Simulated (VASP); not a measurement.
# MgS (lda) (I4/mmm) in VASP: a series of runs, part 2 of 3

VASP 6.6.1.

### 4 Single point, LDA (strained cell)

File INCAR:

```
SYSTEM = MgS
PREC = Accurate
ENCUT = 600
EDIFF = 1E-6
ISMEAR = 0
SIGMA = 0.02
LREAL = .False.
LASPH = .True.
NELM = 120
ALGO = Normal
ISIF = 2
LWAVE = .False.
LCHARG = .False.
GGA = CA
NBANDS = 11
GGA_COMPAT = .False.
```

File KPOINTS:

```
regular mesh
0
Gamma
  6 6 6
  0 0 0
```

File POSCAR:

```
MgS
1.0
    0.0000000000      2.5908405861      2.5518083098
    2.5908405861      0.0000000000      2.5518083098
    2.5908405861      2.5908405861      0.0000000000
Mg S
1 1
Direct
    0.0000000000      0.0000000000      0.0000000000
    0.5000000000      0.5000000000      0.5000000000
```

Potentials or basis: VASP PAW LDA potentials, release 64 (Mg, S).

The run is started by

```console
$ cat potpaw_LDA.64/Mg/POTCAR potpaw_LDA.64/S/POTCAR > POTCAR
$ mpirun -np 1 vasp_std > vasp.out
```

OUTCAR:

```text
SYSTEM = MgS
   PREC = Accurate
   ENCUT = 600
   EDIFF = 1E-6
   ISMEAR = 0
   LREAL = .False.
   LASPH = .True.
   NELM = 120
   ISIF = 2
   GGA = CA

 ion  position               nearest neighbor table
   1  0.000  0.000  0.000-   2 2.55   2 2.55   2 2.59   2 2.59   2 2.59   2 2.59
   2  0.500  0.500  0.500-   1 2.55   1 2.55   1 2.59   1 2.59   1 2.59   1 2.59

  LATTYP: Found a body centered tetragonal cell.
 ALAT       =     3.6640018948
 C/A-ratio  =     1.3929077457

  Lattice vectors:

 A1 = (   0.0000000000,  -2.5908405861,  -2.5518083098)
 A2 = (   0.0000000000,   2.5908405861,  -2.5518083098)
 A3 = (   2.5908405861,   0.0000000000,   2.5518083098)

Analysis of symmetry for initial positions (statically):
=====================================================================
 Subroutine PRICEL returns:
 Original cell was already a primitive cell.

 Routine SETGRP: Setting up the symmetry group for a
 body centered tetragonal supercell.

 Subroutine GETGRP returns: Found 16 space group operations
 (whereof 16 operations were pure point group operations)
 out of a pool of 16 trial point group operations.

The static configuration has the point symmetry D_4h.

Analysis of symmetry for dynamics (positions and initial velocities):
=====================================================================
 Subroutine PRICEL returns:
 Original cell was already a primitive cell.

 Routine SETGRP: Setting up the symmetry group for a
 body centered tetragonal supercell.

 Subroutine GETGRP returns: Found 16 space group operations
 (whereof 16 operations were pure point group operations)
 out of a pool of 16 trial point group operations.

The dynamic configuration has the point symmetry D_4h.

 Subroutine INISYM returns: Found 16 space group operations
 (whereof 16 operations are pure point group operations),
 and found     1 'primitive' translations

----------------------------------------------------------------------------------------

                                     Primitive cell
[... 114 lines left out ...]
  Thomas-Fermi vector in A             =   2.140982
   LORBIT       =      0    0 simple, 1 ext, 2 COOP (PROOUT), +10 PAW based schemes
   GGA     = CA    functional components
   LHFCALC =     F    Hartree Fock is set to
   AEXX    =    0.0000 exact exchange contribution
   IVDW    =     0    specifies the selected vdW correction
   LEPSILON=     F    determine dielectric tensor
   LRPA    =     F    only Hartree local field effects (RPA)
 non-spin polarized calculation
 Gauss-broadening in eV      SIGMA  =   0.02
  energy-cutoff  :      600.00
  volume of cell :       34.26
 maximum number of plane-waves:      1162
 NGX is ok and might be reduce to    30
   NGX = 15   NGY = 15   NGZ = 15

 number of electron       8.0000000 magnetization

 Free energy of the ion-electron system (eV)
  ---------------------------------------------------
  ext. energy  EPLUGINS =         0.00000000
  ---------------------------------------------------
  free energy    TOTEN  =        -9.58352123 eV

  energy without entropy =       -9.58352123  energy(sigma->0) =       -9.58352123

 E-fermi :   3.9930     XC(G=0): -10.1014

 val. band max:        3.8585675888   @ k =   0.0000   0.0000   0.0000
 cond. band min:       6.3972282154   @ k =   0.5000   0.5000   0.0000
 fundamental gap:      2.5386606266
 Fermi energy:         3.9930444927

 k-point     1 :       0.0000    0.0000    0.0000
  band No.  band energies     occupation
      1      -8.9666      2.00000
      2       3.7889      2.00000
      3       3.8586      2.00000
      4       3.8586      2.00000
      5       7.5468      0.00000
      6      11.6003      0.00000
      7      11.6003      0.00000
      8      11.7600      0.00000
      9      14.0209      0.00000
     10      14.2339      0.00000
     11      16.2542      0.00000
[... 309 lines left out ...]
 k-point    24 :       0.5000    0.0000    0.3333
  band No.  band energies     occupation
      1      -7.2930      2.00000
      2      -0.2630      2.00000
      3       1.3803      2.00000
      4       2.3244      2.00000
      5       7.4015      0.00000
      6       9.3449      0.00000
      7      13.8269      0.00000
      8      14.1145      0.00000
      9      16.6893      0.00000
     10      18.6456      0.00000
     11      19.9305      0.00000

 [... further k-points ...]
[... 5 lines left out ...]
  --------------------------------------------------------------------------------------
  -------------------------------------------------------------------------------------
  Total       -0.4936061     -0.4936061     -0.1244221      0.0000000      0.0000000      0.0000000
  in kB      -23.0850940    -23.0850940     -5.8190055      0.0000000      0.0000000      0.0000000
  external PRESSURE =     -17.3297312 kB  Pullay stress =       0.0000000 kB

 VOLUME and BASIS-vectors are now :
 -----------------------------------------------------------------------------
  energy-cutoff  :      600.00
  volume of cell :       34.26
      direct lattice vectors                 reciprocal lattice vectors
     0.000000000  2.590840586  2.551808310    -0.192987559  0.192987559  0.195939483
     2.590840586  0.000000000  2.551808310     0.192987559 -0.192987559  0.195939483
     2.590840586  2.590840586  0.000000000     0.192987559  0.192987559 -0.195939483

 POSITION                                       TOTAL-FORCE (eV/Angst)
 -----------------------------------------------------------------------------------
      0.00000      0.00000      0.00000        -0.000000     -0.000000      0.000000
      2.59084      2.59084      2.55181         0.000000      0.000000     -0.000000
 -----------------------------------------------------------------------------------
    total drift:                               -0.000000     -0.000000      0.000000

  FREE ENERGIE OF THE ION-ELECTRON SYSTEM (eV)
  ---------------------------------------------------
  free  energy   TOTEN  =        -9.5835212280 eV

  energy  without entropy=       -9.5835212280  energy(sigma->0) =       -9.58352123
```

OSZICAR:

```text
N       E                     dE             d eps       ncg     rms          rms(c)
DAV:   1     0.229430115888E+02    0.22943E+02   -0.38099E+03   668   0.657E+02
DAV:   2    -0.849319657529E+01   -0.31436E+02   -0.29453E+02   864   0.106E+02
DAV:   3    -0.100051414264E+02   -0.15119E+01   -0.15092E+01   816   0.242E+01
DAV:   4    -0.100140156580E+02   -0.88742E-02   -0.88733E-02   810   0.224E+00
DAV:   5    -0.100140771758E+02   -0.61518E-04   -0.61517E-04   835   0.185E-01    0.453E+00
DAV:   6    -0.963774329073E+01    0.37633E+00   -0.80764E-01   750   0.350E+00    0.349E+00
DAV:   7    -0.958875570260E+01    0.48988E-01   -0.18999E-01   783   0.182E+00    0.216E+00
DAV:   8    -0.958387863130E+01    0.48771E-02   -0.11537E-02   738   0.597E-01    0.851E-01
DAV:   9    -0.958354925691E+01    0.32937E-03   -0.60324E-04   774   0.128E-01    0.369E-01
DAV:  10    -0.958352746129E+01    0.21796E-04   -0.52500E-05   788   0.354E-02    0.152E-01
DAV:  11    -0.958352118293E+01    0.62784E-05   -0.30534E-05   768   0.239E-02    0.167E-02
DAV:  12    -0.958352122797E+01   -0.45034E-07   -0.32585E-07   465   0.405E-03
   1 F= -.95835212E+01 E0= -.95835212E+01  d E =-.242392E-23
```

stdout:

```text
POSCAR found type information on POSCAR MgS
 POSCAR found :  2 types and       2 ions
 scaLAPACK will be used
 LDA part: xc-table for (Slater(with rela. corr.)+CA(PZ))
 , standard interpolation
 POSCAR, INCAR and KPOINTS ok, starting setup
 FFT: planning ... GRIDC
 FFT: planning ... GRID_SOFT
 FFT: planning ... GRID
 WAVECAR not read
 entering main loop
```

Wall time 14 s (1 thread of Intel Xeon 6975P-C, shared host); peak memory 0.15 GiB.

What came out:

```yaml
Free_energy: -9.5835 eV
Pressure: -1.7 GPa
Band_gap_on_the_k_mesh: 2.54 eV, indirect (least direct gap 3.69 eV)
```

Levels at points of the mesh, in eV from the valence-band top:
```tsv
k point	band 1	band 2	band 3	band 4	band 5	band 6	band 7	band 8	band 9
(0.00, 0.00, 0.00)	-12.83	-0.07	0.00	0.00	3.69	7.74	7.74	7.90	10.16
(0.50, 0.00, 0.00)	-11.42	-5.08	-0.67	-0.63	4.39	6.67	6.84	10.12	12.07
(0.50, 0.50, 0.00)	-10.98	-4.41	-1.84	-1.84	2.54	4.10	12.15	12.84	13.28
(0.50, 0.00, 0.50)	-11.04	-4.43	-1.84	-1.70	2.62	4.16	11.99	12.79	13.17
```

Caveat: the cell differs from its parent crystal (strained cell). A k mesh can miss the band edges.

### 5 Single point, LDA

File INCAR:

```
SYSTEM = MgS
ALGO = Normal
EDIFF = 1E-6
ENCUT = 600
GGA = CA
GGA_COMPAT = .FALSE.
ISIF = 2
ISMEAR = 0
LASPH = .TRUE.
LCHARG = .FALSE.
LREAL = .FALSE.
LWAVE = .FALSE.
NBANDS = 11
NELM = 120
PREC = Accurate
SIGMA = 0.01
```

File KPOINTS:

```
k-points
0
G
  6 6 6
  0 0 0
```

POSCAR is that of step 4.

Potentials or basis: VASP PAW LDA potentials, release 64 (Mg, S).

The run is started by

```console
$ cat potpaw_LDA.64/Mg/POTCAR potpaw_LDA.64/S/POTCAR > POTCAR
$ mpirun -np 1 vasp_std > vasp.out
```

OUTCAR:

```text
SYSTEM = MgS
   EDIFF = 1E-6
   ENCUT = 600
   GGA = CA
   ISIF = 2
   ISMEAR = 0
   LASPH = .TRUE.
   LREAL = .FALSE.
   NELM = 120
   PREC = Accurate

 ion  position               nearest neighbor table
   1  0.000  0.000  0.000-   2 2.55   2 2.55   2 2.59   2 2.59   2 2.59   2 2.59
   2  0.500  0.500  0.500-   1 2.55   1 2.55   1 2.59   1 2.59   1 2.59   1 2.59

  LATTYP: Found a body centered tetragonal cell.
 ALAT       =     3.6640018948
 C/A-ratio  =     1.3929077457

  Lattice vectors:

 A1 = (   0.0000000000,  -2.5908405861,  -2.5518083098)
 A2 = (   0.0000000000,   2.5908405861,  -2.5518083098)
 A3 = (   2.5908405861,   0.0000000000,   2.5518083098)

Analysis of symmetry for initial positions (statically):
=====================================================================
 Subroutine PRICEL returns:
 Original cell was already a primitive cell.

 Routine SETGRP: Setting up the symmetry group for a
 body centered tetragonal supercell.

 Subroutine GETGRP returns: Found 16 space group operations
 (whereof 16 operations were pure point group operations)
 out of a pool of 16 trial point group operations.

The static configuration has the point symmetry D_4h.

Analysis of symmetry for dynamics (positions and initial velocities):
=====================================================================
 Subroutine PRICEL returns:
 Original cell was already a primitive cell.

 Routine SETGRP: Setting up the symmetry group for a
 body centered tetragonal supercell.

 Subroutine GETGRP returns: Found 16 space group operations
 (whereof 16 operations were pure point group operations)
 out of a pool of 16 trial point group operations.

The dynamic configuration has the point symmetry D_4h.

 Subroutine INISYM returns: Found 16 space group operations
 (whereof 16 operations are pure point group operations),
 and found     1 'primitive' translations

----------------------------------------------------------------------------------------

                                     Primitive cell

  volume of cell :      34.2578

  direct lattice vectors                    reciprocal lattice vectors
     0.000000000  2.590840586  2.551808310    -0.192987559  0.192987559  0.195939483
     2.590840586  0.000000000  2.551808310     0.192987559 -0.192987559  0.195939483
     2.590840586  2.590840586  0.000000000     0.192987559  0.192987559 -0.195939483

  length of vectors
     3.636506647  3.636506647  3.664001895     0.335977197  0.335977197  0.335977197

  position of ions in fractional coordinates (direct lattice)
     0.000000000  0.000000000  0.000000000
     0.500000000  0.500000000  0.500000000

  ion indices of the primitive-cell ions
   primitive index   ion index
                 1           1
                 2           2

----------------------------------------------------------------------------------------

 KPOINTS: k-points

Automatic generation of k-mesh.
 Grid dimensions read from file:
 generate k-points for:    6    6    6

 Generating k-lattice:

  Cartesian coordinates                     Fractional coordinates (reciprocal lattice)
    -0.032164593  0.032164593  0.032656580     0.166666667  0.000000000  0.000000000
     0.032164593 -0.032164593  0.032656580     0.000000000  0.166666667  0.000000000
     0.032164593  0.032164593 -0.032656580     0.000000000  0.000000000  0.166666667

  Length of vectors
     0.055996199  0.055996199  0.055996199

  Shift w.r.t. Gamma in fractional coordinates (k-lattice)
     0.000000000  0.000000000  0.000000000

 Subroutine IBZKPT returns following result:
 ===========================================

 Found     30 irreducible k-points:

 Following reciprocal coordinates:
            Coordinates               Weight
  0.000000  0.000000  0.000000      1.000000
  0.166667  0.000000  0.000000      8.000000
  0.333333  0.000000  0.000000      8.000000
  0.500000  0.000000  0.000000      4.000000
  0.166667  0.166667  0.000000      2.000000
  0.333333  0.166667  0.000000      8.000000
[... 16 lines left out ...]
  0.333333  0.000000  0.333333      4.000000
  0.500000  0.000000  0.333333     16.000000
 [... further k-points ...]
   k-points           NKPTS =     30   k-points in BZ     NKDIM =     30   number of bands    NBANDS=     11
   number of dos      NEDOS =    301   number of ions     NIONS =      2
   total plane-waves  NPLWV =  27000
   dimension x,y,z NGX =    30 NGY =   30 NGZ =   30
   dimension x,y,z NGXF=    60 NGYF=   60 NGZF=   60
   ions per type =               1   1
   NGX,Y,Z   is equivalent  to a cutoff of  13.71, 13.71, 13.61 a.u.
   NGXF,Y,Z  is equivalent  to a cutoff of  27.43, 27.43, 27.22 a.u.
 SYSTEM =  MgS
   PREC   = accura    normal or accurate (medium, high low for compatibility)
   ISTART =      0    job   : 0-new  1-cont  2-samecut
   ICHARG =      2    charge: 1-file 2-atom 10-const
   ISPIN  =      1    spin polarized calculation?
   LNONCOLLINEAR =      F non collinear calculations
   LSORBIT =      F    spin-orbit coupling
   LASPH  =      T    aspherical Exc in radial PAW
   ENCUT  =  600.0 eV  44.10 Ry    6.64 a.u.   7.26  7.26  7.32*2*pi/ulx,y,z
   NELM   =    120;   NELMIN=  2; NELMDL= -5     # of ELM steps
   EDIFF  = 0.1E-05   stopping-criterion for ELM
   LREAL  =      F    real-space projection
   EDIFFG = 0.1E-04   stopping-criterion for IOM
   NSW    =      0    number of steps for IOM
   IBRION =     -1    ionic relax: 0-MD 1-quasi-New 2-CG
   NFREE  =      0    steps in history (QN), initial steepest desc. (CG)
   ISIF   =      2    stress and relaxation
   ISYM   =      2    0-nonsym 1-usesym 2-fastsym
   POTIM  = 0.5000    time-step for ionic-motion
   TEBEG  =    0.0;   TEEND  =   0.0 temperature during run
   PSTRESS=    0.0 pullay stress
   NELECT =       8.0000    total number of electrons
   NUPDOWN=      -1.0000    fix difference up-down
   EMIN   =  10.00;   EMAX   =-10.00  energy-range for DOS
   EFERMI =   0.00;   METHOD = LEGACY
   ISMEAR =     0;   SIGMA  =   0.01  broadening in eV -4-tet -1-fermi 0-gaus
   EFERMI_NEDOS =   21; number of points for ismear=-14 and -15
   IALGO  =     38    algorithm
   IMIX   =      4    mixing-type and parameters
     AMIX     =   0.40;   BMIX     =  1.00
     AMIX_MAG =   1.60;   BMIX_MAG =  1.00
  volume/ion in A,a.u.               =      17.13       115.59
  Fermi-wavevector in a.u.,A,eV,Ry     =   1.008134  1.905097 13.828071  1.016335
  Thomas-Fermi vector in A             =   2.140982
   LORBIT       =      0    0 simple, 1 ext, 2 COOP (PROOUT), +10 PAW based schemes
   GGA     = CA    functional components
   LHFCALC =     F    Hartree Fock is set to
   AEXX    =    0.0000 exact exchange contribution
   IVDW    =     0    specifies the selected vdW correction
   LEPSILON=     F    determine dielectric tensor
   LRPA    =     F    only Hartree local field effects (RPA)
 non-spin polarized calculation
 Gauss-broadening in eV      SIGMA  =   0.01
  energy-cutoff  :      600.00
  volume of cell :       34.26
 maximum number of plane-waves:      1162
 NGX is ok and might be reduce to    30
   NGX = 15   NGY = 15   NGZ = 15

 number of electron       8.0000000 magnetization

 Free energy of the ion-electron system (eV)
  ---------------------------------------------------
  ext. energy  EPLUGINS =         0.00000000
  ---------------------------------------------------
  free energy    TOTEN  =        -9.58352123 eV

  energy without entropy =       -9.58352123  energy(sigma->0) =       -9.58352123

 E-fermi :   3.9111     XC(G=0): -10.1014

 val. band max:        3.8585675888   @ k =   0.0000   0.0000   0.0000
 cond. band min:       6.3972282154   @ k =   0.5000   0.5000   0.0000
 fundamental gap:      2.5386606266
 Fermi energy:         3.9111001303

 k-point     1 :       0.0000    0.0000    0.0000
  band No.  band energies     occupation
      1      -8.9666      2.00000
      2       3.7889      2.00000
      3       3.8586      2.00000
      4       3.8586      2.00000
      5       7.5468      0.00000
      6      11.6003      0.00000
      7      11.6003      0.00000
      8      11.7600      0.00000
      9      14.0209      0.00000
     10      14.2339      0.00000
     11      16.2542      0.00000
[... 309 lines left out ...]
 k-point    24 :       0.5000    0.0000    0.3333
  band No.  band energies     occupation
      1      -7.2930      2.00000
      2      -0.2630      2.00000
      3       1.3803      2.00000
      4       2.3244      2.00000
      5       7.4015      0.00000
      6       9.3449      0.00000
      7      13.8269      0.00000
      8      14.1145      0.00000
      9      16.6893      0.00000
     10      18.6456      0.00000
     11      19.9305      0.00000

 [... further k-points ...]
[... 5 lines left out ...]
  --------------------------------------------------------------------------------------
  -------------------------------------------------------------------------------------
  Total       -0.4936061     -0.4936061     -0.1244221      0.0000000      0.0000000      0.0000000
  in kB      -23.0850940    -23.0850940     -5.8190057      0.0000000      0.0000000      0.0000000
  external PRESSURE =     -17.3297312 kB  Pullay stress =       0.0000000 kB

 VOLUME and BASIS-vectors are now :
 -----------------------------------------------------------------------------
  energy-cutoff  :      600.00
  volume of cell :       34.26
      direct lattice vectors                 reciprocal lattice vectors
     0.000000000  2.590840586  2.551808310    -0.192987559  0.192987559  0.195939483
     2.590840586  0.000000000  2.551808310     0.192987559 -0.192987559  0.195939483
     2.590840586  2.590840586  0.000000000     0.192987559  0.192987559 -0.195939483

 POSITION                                       TOTAL-FORCE (eV/Angst)
 -----------------------------------------------------------------------------------
      0.00000      0.00000      0.00000        -0.000000      0.000000      0.000000
      2.59084      2.59084      2.55181         0.000000      0.000000      0.000000
 -----------------------------------------------------------------------------------
    total drift:                               -0.000000     -0.000000      0.000000

  FREE ENERGIE OF THE ION-ELECTRON SYSTEM (eV)
  ---------------------------------------------------
  free  energy   TOTEN  =        -9.5835212279 eV

  energy  without entropy=       -9.5835212279  energy(sigma->0) =       -9.58352123
```

It took 12 s on 1 thread of Intel Xeon 6975P-C, shared host; peak memory 0.15 GiB.

What came out:

* Free energy: -9.5835 eV
* Pressure: -1.7 GPa
* Band gap on the k mesh: 2.54 eV, indirect (least direct gap 3.69 eV)

A k mesh can miss the band edges.

[end of part 2 of 3]
